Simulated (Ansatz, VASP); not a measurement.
## One calculation of ScAl3N4, two programs

The input INCAR:

```
SYSTEM = ScAl3N4
PREC = Accurate
ENCUT = 520
EDIFF = 1E-6
ISMEAR = 0
SIGMA = 0.1
LREAL = Auto
LASPH = .TRUE.
NELM = 100
ALGO = Normal
ISIF = 2
LWAVE = .FALSE.
LCHARG = .FALSE.
GGA = PE
NBANDS = 54
```

The input KPOINTS:

```
Automatic mesh
0
G
  4 4 2
  0 0 0
```

Contents of POSCAR:

```
ScAl3N4
1.0
    0.0000000000      0.0000000000     -5.0646774199
    0.0000000000     -5.6099080262      0.0000000000
   -6.4831549946      0.0000000000      0.0000000000
Sc Al N
2 6 8
Direct
    0.0091752020      0.1634312684      1.0000000000
    0.5091752020      0.8365687316      0.5000000000
    0.4951104282      0.8212189560      1.0000000000
    0.9951104282      0.1787810440      0.5000000000
    0.9954886009      0.6622238626      0.7497057061
    0.4954886009      0.3377761374      0.2497057061
    0.4954886009      0.3377761374      0.7502942939
    0.9954886009      0.6622238626      0.2502942939
    0.1186877613      0.8043605191      0.0000000000
    0.5813547520      0.1586205597      1.0000000000
    0.6198473273      0.6560093785      0.7658651568
    0.6198473273      0.6560093785      0.2341348432
    0.6186877613      0.1956394809      0.5000000000
    0.0813547520      0.8413794403      0.5000000000
    0.1198473273      0.3439906215      0.2658651568
    0.1198473273      0.3439906215      0.7341348432
```

Input for Ansatz:

```yaml
crystal:
  lattice:
    - [0.0, 0.0, -5.0646774199]
    - [0.0, -5.6099080262, 0.0]
    - [-6.4831549946, 0.0, 0.0]
  atoms:
    - { symbol: Sc, position: [0.009175202, 0.1634312684, 1.0] }
    - { symbol: Sc, position: [0.509175202, 0.8365687316, 0.5] }
    - { symbol: Al, position: [0.4951104282, 0.821218956, 1.0] }
    - { symbol: Al, position: [0.9951104282, 0.178781044, 0.5] }
    - { symbol: Al, position: [0.9954886009, 0.6622238626, 0.7497057061] }
    - { symbol: Al, position: [0.4954886009, 0.3377761374, 0.2497057061] }
    - { symbol: Al, position: [0.4954886009, 0.3377761374, 0.7502942939] }
    - { symbol: Al, position: [0.9954886009, 0.6622238626, 0.2502942939] }
    - { symbol: "N", position: [0.1186877613, 0.8043605191, 0.0] }
    - { symbol: "N", position: [0.581354752, 0.1586205597, 1.0] }
    - { symbol: "N", position: [0.6198473273, 0.6560093785, 0.7658651568] }
    - { symbol: "N", position: [0.6198473273, 0.6560093785, 0.2341348432] }
    - { symbol: "N", position: [0.6186877613, 0.1956394809, 0.5] }
    - { symbol: "N", position: [0.081354752, 0.8413794403, 0.5] }
    - { symbol: "N", position: [0.1198473273, 0.3439906215, 0.2658651568] }
    - { symbol: "N", position: [0.1198473273, 0.3439906215, 0.7341348432] }
basis:
  ecutwfc: 420
kpoints:
  mp_grid: { grid: [4, 4, 2] }
hamiltonian:
  xc: pbe
scf:
  occupations: { method: gaussian, width: 0.1 }
  lower_state_search: "off"
output:
  forces: true
  stress: true
  eigenvalues: true
```

Alike in both runs: task single point; functional PBE; k mesh 4 × 4 × 2; occupations gaussian, width 0.1 eV; no spin polarisation.

|  | VASP | Ansatz |
| --- | --- | --- |
| version | VASP 6.6.1 | Ansatz 0.2.0 |
| potentials or method | VASP PAW PBE potentials, release 64 (Sc_sv, Al, N), cutoff 520 eV | scalar-relativistic, plane waves, PAW |
| valence electrons in the cell | 80 | 80 |

```tsv
	VASP	Ansatz	Ansatz less VASP
gap on the k mesh at the Fermi level (eV)	3.68	3.68	-0.001
least direct gap on the mesh (eV)	3.68	3.68	-0.001
pressure (GPa)	0.0	0.0	-0.04
rms of the force components (eV/Å)	0.026	0.004	-0.0216
```

Atom by atom the forces differ by 0.024 eV/Å (rms over components). With one functional, cell and mesh, what is left measures potentials, basis and numerics.

The k mesh is coarse, so the values compare programs but aren't converged.
